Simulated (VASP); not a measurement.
# SiO2: single point with PBEsol

SiO2:

```
Si O
1.0
     4.95236    0.00000    0.00000
     0.00000    4.95236    0.00000
     0.00000    0.00000    6.97684
Si O
4 8
Cartesian
  0.9714 0.9714 0.0000
  1.5048 3.4476 5.2326
  3.4476 1.5048 1.7442
  3.9810 3.9810 3.4884
  3.0417 3.6519 4.7662
  1.9106 1.3005 1.2778
  3.6519 3.0417 2.2106
  1.1757 4.3868 6.5104
  1.3005 1.9106 5.6990
  0.5656 3.7767 3.9548
  4.3868 1.1757 0.4664
  3.7767 0.5656 3.0220
```

* Program: VASP 6.6.1
* Task: single point
* Functional: PBEsol
* Potentials or basis: VASP PAW PBE potentials, release 64 (Si, O)
* Cutoff: 520 eV
* k mesh: 6 × 6 × 4
* Occupations: gaussian, width 0.02 eV
* Spin: no spin polarisation

* Pressure: 1.1 GPa
* Largest force: 0.026 eV/Å
* Band gap on the k mesh: 5.63 eV

Forces on the atoms (eV/Å):
```
Si  -0.018 -0.018  0.000
Si   0.018 -0.018  0.000
Si  -0.018  0.018  0.000
Si   0.018  0.018  0.000
O    0.017 -0.002  0.016
O   -0.017  0.002  0.016
O   -0.002  0.017 -0.016
O   -0.002 -0.017  0.016
O    0.002 -0.017 -0.016
O    0.017  0.002 -0.016
O   -0.017 -0.002 -0.016
O    0.002  0.017  0.016
```

Stress tensor (GPa, compression positive):
```
1.40 0.00 0.00
0.00 1.40 0.00
0.00 0.00 0.50
```

Levels at points of the mesh, in eV from the valence-band top:
```csv
k point,band 30,band 31,band 32,band 33,band 34,band 35
"(0.00, 0.00, 0.00)",-0.31,-0.31,0.00,5.63,8.68,8.68
"(0.50, 0.00, 0.00)",-0.65,-0.48,-0.48,7.67,7.67,9.16
"(0.50, 0.50, 0.00)",-0.58,-0.53,-0.53,8.63,8.63,8.71
"(0.00, 0.00, 0.50)",-0.53,-0.37,-0.37,6.89,6.89,9.21
"(0.50, 0.00, 0.50)",-0.92,-0.19,-0.19,7.94,7.94,8.99
"(0.50, 0.50, 0.50)",-0.60,-0.60,-0.60,9.12,9.12,9.12
```

It took 7.3 min on 1 thread of Intel(R) Xeon(R) Platinum 8259CL CPU @ 2.50GHz (Skylake/Cascade Lake), on a shared host, peak memory 0.35 GiB.

Caveat: the PAW data sets were made with another functional, which shifts forces and pressure a little. A k mesh can miss the band edges.
